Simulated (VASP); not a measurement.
Wanted: the native input for a VASP 6.6.1 run.

```yaml
Task: single point
Functional: PBE
Potentials_or_basis: VASP PAW PBE potentials, release 64 (B, P)
Cutoff: 500 eV
k_mesh: 6 × 6 × 4
Occupations: gaussian, width 0.1 eV
Spin: no spin polarisation
Dipole_correction: no
Further_INCAR_settings: ALGO = Normal; EDIFF = 1e-06; NBANDS = 19
```

The structure of B5P lies in POSCAR:

```
B5P
1.0
    3.2988348031      0.0000000000      0.0000000000
   -1.6494174016      2.8568747424      0.0000000000
    0.0000000000      0.0000000000      6.2602621348
B P
5 1
Direct
    0.1659405698      0.8340594302      0.9530959077
    0.1659405698      0.3318811396      0.9530959077
    0.6681188604      0.8340594302      0.9530959077
    0.6666666667      0.3333333333      0.5250575326
    0.6666666667      0.3333333333      0.8053381217
    0.3333333333      0.6666666667      0.4381246726
```

The cell was built from a structure type or drawn by symmetry, and may not be a known phase.

These files were run (other wordings do the same):

INCAR

```
  ALGO = Normal
  EDIFF = 1E-6
  ENCUT = 500
  GGA = PE
  GGA_COMPAT = False
  ISIF = 2
  ISMEAR = 0
  LASPH = True
  LCHARG = True
  LELF = True
  LREAL = False
  LVHAR = True
  LWAVE = False
  NBANDS = 19
  NELM = 120
  PREC = Accurate
  SIGMA = 0.1
```

KPOINTS

```
k-points
0
Gamma
  6 6 4
```

Potentials or basis: VASP PAW PBE potentials, release 64 (B, P).

Command:

```bash
$ cat potpaw_PBE.64/B/POTCAR potpaw_PBE.64/P/POTCAR > POTCAR
$ mpirun -np 1 vasp_std > vasp.out
```

It gave:

The pressure is -0.2 GPa and the largest force is 0.457 eV/Å. The band gap on the k mesh is zero (bands 10 and 11 overlap by 2.20 eV).

Caveat: the k points lie up to 0.37 Å⁻¹ apart, too coarse for converged energies and pressures of a metal; this functional lacks dispersion, which binds the layers, so the pressure and a relaxed spacing across them are unreliable.

Wall time 32 s on 1 thread of Intel Xeon 8259CL (shared host), peak memory 0.17 GiB.
